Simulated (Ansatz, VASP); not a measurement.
**Pd: VASP beside Ansatz**

```
Pd
1.0
     2.71931    0.00000    0.00000
    -1.35966    2.35499    0.00000
     0.00000    0.00000    4.56593
Pd
2
Direct
  0.66667 0.33333 0.75000
  0.33333 0.66667 0.25000
```

Alike in both runs: functional PBEsol; k mesh 18 × 18 × 10; occupations gaussian, width 0.1 eV; no spin polarisation.

Ansatz relaxed the structure, and its values are those at the end. VASP's run is a single point on that final structure, the one shown.

|  | VASP | Ansatz |
| --- | --- | --- |
| version | VASP 6.6.1 | Ansatz 0.2.0 |
| potentials or method | VASP PAW PBE potentials, release 64 (Pd), cutoff 520 eV | scalar-relativistic, plane waves, PAW |
| valence electrons in the cell | 20 | 36 |

Ansatz gave:

- gap on the k mesh at the Fermi level (eV): none
- pressure (GPa): 0.0

Problem. What did VASP give for the same quantities?

Solution. gap on the k mesh at the Fermi level (eV): none; pressure (GPa): -0.3.

VASP's potentials were made for PBE, not for PBEsol. A gap of «none» marks a metal or a gap that the smearing closes. VASP's potentials hold 20 valence electrons a cell and Ansatz's 36, so a difference there can come from the potentials and not from the codes.
